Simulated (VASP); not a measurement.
# Ir (P6_3/mmc) in VASP: a series of runs

Ir is run at these levels: PBE; tasks: single point.

Program: VASP 6.6.1. These are calculated values, not measurements. Logs are shortened: lines on timing, memory, paths and dates and some standing lists are left out, and cuts for length are marked.

### 1 The cell of the first run

It takes space group P6_3/mmc (No. 194, hexagonal). Conventional cell: a = 2.664 Å, b = 2.664 Å, c = 8.704 Å, α = 90.00°, β = 90.00°, γ = 120.00°. Within 3.5 Å of Ir (site symmetry -3m) lie 12 Ir at 2.66 Å. Within 3.5 Å of Ir (site symmetry -6m2) lie 12 Ir at 2.66 Å.

### 2 Single point, PBE (volume scaled by 0.92)

INCAR reads:

```
  PREC = Accurate
  ENCUT = 520
  EDIFF = 1E-6
  ISMEAR = -1
  SIGMA = 0.1
  LREAL = F
  LASPH = T
  NELM = 60
  ALGO = Normal
  ISIF = 2
  LWAVE = F
  LCHARG = T
  GGA = PE
  LELF = T
  LVHAR = T
  NBANDS = 26
```

KPOINTS reads:

```
regular mesh
0
Gamma
  15 15 4
```

POSCAR reads:

```
Ir
1.0
    2.6643637385      0.0000000000      0.0000000000
   -1.3321818693      2.3074066825      0.0000000000
    0.0000000000      0.0000000000      8.7042425484
Ir
4
Direct
    1.0000000000      1.0000000000      0.0000000000
    1.0000000000      1.0000000000      0.5000000000
    0.3333333333      0.6666666667      0.2500000000
    0.6666666667      0.3333333333      0.7500000000
```

Potentials or basis: VASP PAW PBE potentials, release 64 (Ir).

Run with:

```sh
$ cat potpaw_PBE.64/Ir/POTCAR > POTCAR
$ mpirun -np 1 vasp_std > vasp.out
```

OUTCAR:

```text
PREC = Accurate
   ENCUT = 520
   EDIFF = 1E-6
   ISMEAR = -1
   LREAL = F
   LASPH = T
   NELM = 60
   ISIF = 2
   GGA = PE

 ion  position               nearest neighbor table
   1  0.000  0.000  0.000-   3 2.66   4 2.66   4 2.66   3 2.66   4 2.66   3 2.66
   2  0.000  0.000  0.500-   3 2.66   4 2.66   4 2.66   3 2.66   4 2.66   3 2.66
   3  0.333  0.667  0.250-   1 2.66   2 2.66   1 2.66   2 2.66   1 2.66   2 2.66
   4  0.667  0.333  0.750-   1 2.66   2 2.66   1 2.66   2 2.66   1 2.66   2 2.66

  LATTYP: Found a hexagonal cell.
 ALAT       =     2.6643637385
 C/A-ratio  =     3.2669122547

  Lattice vectors:

 A1 = (   2.6643637385,   0.0000000000,   0.0000000000)
 A2 = (  -1.3321818693,   2.3074066825,   0.0000000000)
 A3 = (   0.0000000000,   0.0000000000,   8.7042425484)

Analysis of symmetry for initial positions (statically):
=====================================================================
 Subroutine PRICEL returns:
 Original cell was already a primitive cell.

 Routine SETGRP: Setting up the symmetry group for a
 hexagonal supercell.

 Subroutine GETGRP returns: Found 24 space group operations
 (whereof 12 operations were pure point group operations)
 out of a pool of 24 trial point group operations.

The static configuration has the point symmetry D_3d.
 The point group associated with its full space group is D_6h.

Analysis of symmetry for dynamics (positions and initial velocities):
=====================================================================
 Subroutine PRICEL returns:
 Original cell was already a primitive cell.

 Routine SETGRP: Setting up the symmetry group for a
 hexagonal supercell.

 Subroutine GETGRP returns: Found 24 space group operations
 (whereof 12 operations were pure point group operations)
 out of a pool of 24 trial point group operations.

The dynamic configuration has the point symmetry D_3d.
 The point group associated with its full space group is D_6h.

 Subroutine INISYM returns: Found 24 space group operations
 (whereof 12 operations are pure point group operations),
 and found     1 'primitive' translations

----------------------------------------------------------------------------------------

                                     Primitive cell

  volume of cell :      53.5117

  direct lattice vectors                    reciprocal lattice vectors
     2.664363739  0.000000000  0.000000000     0.375324129  0.216693487  0.000000000
    -1.332181869  2.307406682  0.000000000     0.000000000  0.433386974  0.000000000
     0.000000000  0.000000000  8.704242548     0.000000000  0.000000000  0.114886504

  length of vectors
     2.664363739  2.664363739  8.704242548     0.433386974  0.433386974  0.114886504

  position of ions in fractional coordinates (direct lattice)
     0.000000000  0.000000000  0.000000000
     0.000000000  0.000000000  0.500000000
     0.333333333  0.666666667  0.250000000
     0.666666667  0.333333333  0.750000000

  ion indices of the primitive-cell ions
   primitive index   ion index
                 1           1
                 2           2
                 3           3
                 4           4

----------------------------------------------------------------------------------------

 KPOINTS: regular mesh

Automatic generation of k-mesh.
 Grid dimensions read from file:
 generate k-points for:   15   15    4

 Generating k-lattice:

  Cartesian coordinates                     Fractional coordinates (reciprocal lattice)
     0.025021609  0.014446232  0.000000000     0.066666667  0.000000000  0.000000000
     0.000000000  0.028892465  0.000000000     0.000000000  0.066666667  0.000000000
     0.000000000  0.000000000  0.028721626     0.000000000  0.000000000  0.250000000

  Length of vectors
     0.028892465  0.028892465  0.028721626

  Shift w.r.t. Gamma in fractional coordinates (k-lattice)
     0.000000000  0.000000000  0.000000000

 Subroutine IBZKPT returns following result:
 ===========================================

 Found     81 irreducible k-points:

 Following reciprocal coordinates:
            Coordinates               Weight
  0.000000  0.000000  0.000000      1.000000
  0.066667  0.000000  0.000000      6.000000
  0.133333  0.000000  0.000000      6.000000
  0.200000  0.000000  0.000000      6.000000
  0.266667  0.000000  0.000000      6.000000
  0.333333  0.000000  0.000000      6.000000
[... 16 lines left out ...]
  0.333333  0.200000  0.000000     12.000000
  0.400000  0.200000  0.000000      6.000000
 [... further k-points ...]
   k-points           NKPTS =     81   k-points in BZ     NKDIM =     81   number of bands    NBANDS=     26
   number of dos      NEDOS =    301   number of ions     NIONS =      4
   total plane-waves  NPLWV =  28000
   dimension x,y,z NGX =    20 NGY =   20 NGZ =   70
   dimension x,y,z NGXF=    40 NGYF=   40 NGZF=  140
   ions per type =               4
   NGX,Y,Z   is equivalent  to a cutoff of  12.48, 12.48, 13.37 a.u.
   NGXF,Y,Z  is equivalent  to a cutoff of  24.96, 24.96, 26.74 a.u.
 SYSTEM =  unknown system
   PREC   = accura    normal or accurate (medium, high low for compatibility)
   ISTART =      0    job   : 0-new  1-cont  2-samecut
   ICHARG =      2    charge: 1-file 2-atom 10-const
   ISPIN  =      1    spin polarized calculation?
   LNONCOLLINEAR =      F non collinear calculations
   LSORBIT =      F    spin-orbit coupling
   LASPH  =      T    aspherical Exc in radial PAW
   ENCUT  =  520.0 eV  38.22 Ry    6.18 a.u.   4.95  4.95 16.18*2*pi/ulx,y,z
   NELM   =     60;   NELMIN=  2; NELMDL= -5     # of ELM steps
   EDIFF  = 0.1E-05   stopping-criterion for ELM
   LREAL  =      F    real-space projection
   EDIFFG = 0.1E-04   stopping-criterion for IOM
   NSW    =      0    number of steps for IOM
   IBRION =     -1    ionic relax: 0-MD 1-quasi-New 2-CG
   NFREE  =      0    steps in history (QN), initial steepest desc. (CG)
   ISIF   =      2    stress and relaxation
   ISYM   =      2    0-nonsym 1-usesym 2-fastsym
   POTIM  = 0.5000    time-step for ionic-motion
   TEBEG  =    0.0;   TEEND  =   0.0 temperature during run
   PSTRESS=    0.0 pullay stress
   NELECT =      36.0000    total number of electrons
   NUPDOWN=      -1.0000    fix difference up-down
   EMIN   =  10.00;   EMAX   =-10.00  energy-range for DOS
   EFERMI =   0.00;   METHOD = LEGACY
   ISMEAR =    -1;   SIGMA  =   0.10  broadening in eV -4-tet -1-fermi 0-gaus
   EFERMI_NEDOS =   21; number of points for ismear=-14 and -15
   IALGO  =     38    algorithm
   IMIX   =      4    mixing-type and parameters
     AMIX     =   0.40;   BMIX     =  1.00
     AMIX_MAG =   1.60;   BMIX_MAG =  1.00
  volume/ion in A,a.u.               =      13.38        90.28
  Fermi-wavevector in a.u.,A,eV,Ry     =   1.434474  2.710763 27.996934  2.057717
  Thomas-Fermi vector in A             =   2.553879
   LORBIT       =      0    0 simple, 1 ext, 2 COOP (PROOUT), +10 PAW based schemes
   GGA     = PE    functional components
   LHFCALC =     F    Hartree Fock is set to
   AEXX    =    0.0000 exact exchange contribution
   IVDW    =     0    specifies the selected vdW correction
   LEPSILON=     F    determine dielectric tensor
   LRPA    =     F    only Hartree local field effects (RPA)
 non-spin polarized calculation
  energy-cutoff  :      520.00
  volume of cell :       53.51
 maximum number of plane-waves:      1473
 NGX is ok and might be reduce to    20
   NGX =  9   NGY =  9   NGZ = 33

 number of electron      36.0000001 magnetization

 Free energy of the ion-electron system (eV)
  ---------------------------------------------------
  ext. energy  EPLUGINS =         0.00000000
  ---------------------------------------------------
  free energy    TOTEN  =       -34.84803806 eV

  energy without entropy =      -34.73558300  energy(sigma->0) =      -34.79181053

 E-fermi :  11.4345     XC(G=0): -14.3233

 val. band max:       11.4160051397   @ k =   0.4000   0.2000   0.0000
 cond. band min:      11.4371353294   @ k =   0.3333   0.3333   0.0000
 fundamental gap:      0.0211301898
 Fermi energy:        11.4345326156

 k-point     1 :       0.0000    0.0000    0.0000
  band No.  band energies     occupation
      1      -0.3282      2.00000
      2       1.9527      2.00000
      3       1.9946      2.00000
      4       2.6923      2.00000
      5       6.6413      2.00000
      6       6.6866      2.00000
[... 18 lines left out ...]
     25      19.1640      0.00000
     26      24.3764      0.00000

 k-point     2 :       0.0667    0.0000    0.0000
  band No.  band energies     occupation
      1      -0.1414      2.00000
      2       2.1310      2.00000
      3       2.1727      2.00000
      4       2.8648      2.00000
      5       6.3833      2.00000
      6       6.5542      2.00000
[... 18 lines left out ...]
     25      19.1000      0.00000
     26      24.6905      0.00000

 k-point     3 :       0.1333    0.0000    0.0000
  band No.  band energies     occupation
      1       0.3952      2.00000
      2       2.6134      2.00000
      3       2.6545      2.00000
      4       3.3352      2.00000
      5       5.8921      2.00000
      6       6.2247      2.00000
[... 18 lines left out ...]
     25      18.9161      0.00000
     26      25.4528      0.00000

 k-point     4 :       0.2000    0.0000    0.0000
  band No.  band energies     occupation
      1       1.2015      2.00000
      2       3.1843      2.00000
      3       3.2286      2.00000
      4       3.9199      2.00000
      5       5.4539      2.00000
      6       5.8214      2.00000
[... 18 lines left out ...]
     25      18.6630      0.00000
     26      25.8533      0.00000
[... 496 lines left out ...]
      1       3.8108      2.00000
      2       3.8827      2.00000
      3       4.4403      2.00000
      4       4.7557      2.00000
      5       4.7582      2.00000
      6       5.3601      2.00000
[... 18 lines left out ...]
     25      20.2913      0.00000
     26      21.0022      0.00000

 k-point    23 :       0.3333    0.2000    0.0000
  band No.  band energies     occupation
      1       3.6979      2.00000
      2       3.7451      2.00000
      3       4.4986      2.00000
      4       4.9009      2.00000
      5       5.1307      2.00000
      6       5.3035      2.00000
[... 18 lines left out ...]
     25      19.5019      0.00000
     26      20.5845      0.00000

 k-point    24 :       0.4000    0.2000    0.0000
  band No.  band energies     occupation
      1       3.6179      2.00000
      2       3.7181      2.00000
      3       4.4197      2.00000
      4       5.1053      2.00000
      5       5.2422      2.00000
      6       5.4679      2.00000
[... 18 lines left out ...]
     25      18.9779      0.00000
     26      19.6867      0.00000

 [... further k-points ...]

------------------------ aborting loop because EDIFF is reached ----------------------------------------

  FORCE on cell =-STRESS in cart. coord.  units (eV):
  Direction    XX          YY          ZZ          XY          YZ          ZX
  --------------------------------------------------------------------------------------
  -------------------------------------------------------------------------------------
  Total       12.1017360     12.1017360     12.1907723     -0.0000000      0.0000000     -0.0000000
  in kB      362.3344383    362.3344383    365.0002458     -0.0000000      0.0000000     -0.0000000
  external PRESSURE =     363.2230408 kB  Pullay stress =       0.0000000 kB

 VOLUME and BASIS-vectors are now :
 -----------------------------------------------------------------------------
  energy-cutoff  :      520.00
  volume of cell :       53.51
      direct lattice vectors                 reciprocal lattice vectors
     2.664363739  0.000000000  0.000000000     0.375324129  0.216693487  0.000000000
    -1.332181869  2.307406682  0.000000000     0.000000000  0.433386974  0.000000000
     0.000000000  0.000000000  8.704242548     0.000000000  0.000000000  0.114886504

 POSITION                                       TOTAL-FORCE (eV/Angst)
 -----------------------------------------------------------------------------------
      0.00000      0.00000      0.00000         0.000000      0.000000     -0.000000
      0.00000      0.00000      4.35212         0.000000      0.000000     -0.000000
     -0.00000      1.53827      2.17606        -0.000000      0.000000      0.000000
      1.33218      0.76914      6.52818         0.000000     -0.000000      0.000000
 -----------------------------------------------------------------------------------
    total drift:                                0.000000     -0.000000      0.000000

  FREE ENERGIE OF THE ION-ELECTRON SYSTEM (eV)
  ---------------------------------------------------
  free  energy   TOTEN  =       -34.8480380565 eV

  energy  without entropy=      -34.7355830006  energy(sigma->0) =      -34.79181053
```

It took 2.3 min on 1 thread of Intel Xeon 8259CL, shared host; peak memory 0.23 GiB.

What came out:

```yaml
Free_energy: -34.8480 eV
Pressure: 36.3 GPa
Band_gap_on_the_k_mesh: zero (band 18 reaches 12.53 eV, above the bottom of band 19 at 9.74 eV)
```

Caveat: spin-orbit coupling is left out, which moves the levels of the heavy elements.

### 3 Single point, PBE (volume scaled by 0.96)

INCAR reads:

```
SYSTEM = Ir
PREC     = Accurate       ! precision mode
ENCUT    = 520            ! plane-wave cutoff, eV
EDIFF    = 1E-6           ! SCF threshold, eV
ISMEAR   = -1             ! smearing method
SIGMA    = 0.1            ! smearing width, eV
LREAL    = .FALSE.        ! projectors in reciprocal space
LASPH    = .TRUE.         ! aspherical terms in the spheres
NELM     = 60             ! most SCF steps
ALGO     = Normal         ! electronic algorithm
ISIF     = 2              ! what is computed and relaxed
LWAVE    = .FALSE.        ! write WAVECAR
LCHARG   = .TRUE.         ! write CHGCAR
GGA      = PE             ! functional
LELF     = .TRUE.         ! ELF
LVHAR    = .TRUE.       
NBANDS   = 26             ! bands
```

KPOINTS reads:

```
Automatic mesh
0
G
  15 15 4
  0 0 0
```

POSCAR reads:

```
Ir
1.0
    2.7024312208      0.0000000000      0.0000000000
   -1.3512156104      2.3403740892      0.0000000000
    0.0000000000      0.0000000000      8.8286056727
Ir
4
Direct
    1.0000000000      1.0000000000      0.0000000000
    1.0000000000      1.0000000000      0.5000000000
    0.3333333333      0.6666666667      0.2500000000
    0.6666666667      0.3333333333      0.7500000000
```

Potentials or basis: VASP PAW PBE potentials, release 64 (Ir).

Run with:

```sh
$ cat potpaw_PBE.64/Ir/POTCAR > POTCAR
$ mpirun -np 1 vasp_std > vasp.out
```

It took 2.4 min on 1 thread of Intel Xeon 8259CL, shared host; peak memory 0.23 GiB.

The run converged. Its results:

```yaml
Free_energy: -35.2240 eV
Pressure: 16.1 GPa
Band_gap_on_the_k_mesh: zero (band 18 reaches 11.67 eV, above the bottom of band 19 at 9.08 eV)
```

Stress tensor (GPa, compression positive):
```
16.10  0.00  0.00
 0.00 16.10  0.00
 0.00  0.00 16.20
```

Levels at points of the mesh, in eV from the Fermi level:
```csv
k point,band 16,band 17,band 18,band 19,band 20,band 21
"(0.00, 0.00, 0.00)",-1.83,-1.83,-1.06,-1.06,-0.82,-0.35
"(0.00, 0.00, 0.50)",-2.76,-1.42,-1.42,-1.42,-1.42,0.21
```

Caveat: spin-orbit coupling is left out, which moves the levels of the heavy elements.
